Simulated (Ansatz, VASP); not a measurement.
**Two plane-wave programs on CoO**

The input INCAR:

```
PREC = Accurate
ENCUT = 520
EDIFF = 1E-7
ISMEAR = 0
SIGMA = 0.02
LREAL = F
LASPH = T
NELM = 150
ALGO = Normal
ISIF = 2
LWAVE = F
LCHARG = F
ISPIN = 2
MAGMOM = 3 0
LORBIT = 11
LMAXMIX = 4
LDAU = T
LDAUTYPE = 2
LDAUL = 2 -1
LDAUU = 3.32 0
LDAUJ = 0 0
LDAUPRINT = 1
GGA = PE
NBANDS = 18
```

The input KPOINTS:

```
regular mesh
0
Gamma
  14 14 14
```

The input POSCAR:

```
CoO
1.0
    0.0000000000      2.4508072854      2.4508072854
    2.4508072854      0.0000000000      2.4508072854
    2.4508072854      2.4508072854      0.0000000000
Co O
1 1
Direct
    0.0000000000      0.0000000000      0.0000000000
    0.2500000000      0.2500000000      0.2500000000
```

Input for Ansatz:

```yaml
crystal:
  lattice:
    - [0.0, 2.4508072854, 2.4508072854]
    - [2.4508072854, 0.0, 2.4508072854]
    - [2.4508072854, 2.4508072854, 0.0]
  atoms:
    - { symbol: Co, position: [0.0, 0.0, 0.0], spin: 3.0 }
    - { symbol: O, position: [0.25, 0.25, 0.25] }
basis:
  ecutwfc: 420
kpoints:
  mp_grid: { grid: [14, 14, 14] }
hamiltonian:
  xc: pbe
  hubbard: { sites: [{ species: Co, l: d, u_eff: 3.32 }] }
scf:
  occupations: { method: gaussian, width: 0.02 }
output:
  forces: true
  stress: true
  eigenvalues: true
  populations: true
magnetization:
  spin_polarized: true
```

Alike in both runs: task single point; functional PBE; k mesh 14 × 14 × 14; occupations gaussian, width 0.02 eV; collinear spin; Hubbard terms Co d U = 3.32 eV.

|  | VASP | Ansatz |
| --- | --- | --- |
| version | VASP 6.6.1 | Ansatz 0.2.0 |
| potentials or method | VASP PAW PBE potentials, release 64 (Co, O), cutoff 520 eV | scalar-relativistic, plane waves, PAW |
| valence electrons in the cell | 15 | 23 |

|  | VASP | Ansatz | Ansatz less VASP |
| --- | --- | --- | --- |
| gap on the k mesh at the Fermi level (eV) | 0.61 | 0.47 | -0.141 |
| least direct gap on the mesh (eV) | 0.61 | 0.47 | -0.141 |
| pressure (GPa) | -15.8 | -15.0 | +0.81 |
| net moment per atom (μB) | 1.50 | 1.50 | 0.000 |
| size of the moment on the site where the two differ most (μB) | 2.74 | 2.57 | -0.171 |

Site moments also hang on the region over which each program counts them. The programs project onto different local orbitals, so the same U acts differently, and such runs can settle in different states. VASP's potentials hold 15 valence electrons a cell and Ansatz's 23, so a difference there can come from the potentials and not from the codes.
